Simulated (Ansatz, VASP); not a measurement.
## One calculation of Ni, two programs

Contents of INCAR:

```
ALGO     = Normal         # electronic algorithm
EDIFF    = 1E-6           # SCF threshold, eV
ENCUT    = 600            # plane-wave cutoff, eV
GGA      = PE             # functional
GGA_COMPAT= False        
ISIF     = 2              # what is computed and relaxed
ISMEAR   = -1             # smearing method
LASPH    = True           # aspherical terms in the spheres
LCHARG   = False          # write CHGCAR
LREAL    = False          # projectors in reciprocal space
LWAVE    = False          # write WAVECAR
NBANDS   = 11             # bands
NELM     = 120            # most SCF steps
PREC     = Accurate       # precision mode
SIGMA    = 0.1            # smearing width, eV
```

KPOINTS

```
k-points
0
Gamma
  15 15 15
```

POSCAR

```
Ni
1.0
    2.2627502759      0.0000000000      0.0000000000
    0.0000000000      2.2627502759      0.0000000000
    0.0000000000      0.0000000000      2.2627502759
Ni
1
Direct
    0.0000000000      0.0000000000      0.0000000000
```

Input for Ansatz:

```yaml
crystal:
  lattice:
    - [2.2627502759, 0.0, 0.0]
    - [0.0, 2.2627502759, 0.0]
    - [0.0, 0.0, 2.2627502759]
  atoms:
    - { symbol: Ni, position: [0.0, 0.0, 0.0] }
hamiltonian:
  xc: pbe
  pseudopotentials:
    kind: paw
    azcp:
      Ni: "pseudopotentials/Ni.paw.azcp"
basis:
  ecutwfc: 420
  fft_grid_basis: typed
kpoints:
  mp_grid: { grid: [15, 15, 15], shift: [0, 0, 0] }
magnetization:
  spin_polarized: false
scf:
  occupations: { method: fermi_dirac, width: 0.1 }
  lower_state_search: "off"
output:
  stress: true
```

Alike in both runs: task single point; functional PBE; k mesh 15 × 15 × 15; occupations fermi-dirac, width 0.1 eV; no spin polarisation.

|  | VASP | Ansatz |
| --- | --- | --- |
| version | VASP 6.6.1 | Ansatz 0.2.0 |
| potentials or method | VASP PAW PBE potentials, release 64 (Ni), cutoff 600 eV | plane waves (420 eV) with PAW, scalar-relativistic |
| valence electrons in the cell | 10 | 18 |

Ansatz gave:

- pressure (GPa): 14.7

Task: Which values does VASP return?

Result: Pressure (GPa): 14.4.

With one functional, cell and mesh, what is left measures potentials, basis and numerics. VASP's potentials hold 10 valence electrons a cell and Ansatz's 18, so a difference there can come from the potentials and not from the codes.
